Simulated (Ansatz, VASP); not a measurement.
## WS2 in VASP and in Ansatz

```
S W
1.0
     3.31773    0.00000    0.00000
    -1.65886    2.73642    0.00000
     0.00000    0.00000   32.29053
S W
2 1
Direct
  0.33235 0.66471 0.45206
  0.33235 0.66471 0.54794
  0.66863 0.33725 0.50000
```

Change from the starting cell: strain along x +0.050, atoms relaxed.

Alike in both runs: functional PBE; dispersion D3(BJ); k mesh 12 × 12 × 1; occupations gaussian, width 0.02 eV; no spin polarisation.

Ansatz relaxed the structure, and its values are those at the end. VASP's run is a single point on that final structure, the one shown.

```csv
,VASP,Ansatz
version,VASP 6.6.1,Ansatz 0.2.0
potentials or method,"VASP PAW PBE potentials, release 64 (S, W_sv), cutoff 520 eV","scalar-relativistic, plane waves, PAW"
valence electrons in the cell,26,26
```

Ansatz gave:

```
gap on the k mesh at the Fermi level (eV) : 1.41
least direct gap on the mesh (eV)         : 1.59
```

**Question.** Which values does VASP return?

**Answer.** gap on the k mesh at the Fermi level (eV): 1.43; least direct gap on the mesh (eV): 1.59.

Ansatz's warnings: stress scf threshold loose, structure snapped to symmetry.

Spin-orbit coupling is off throughout.
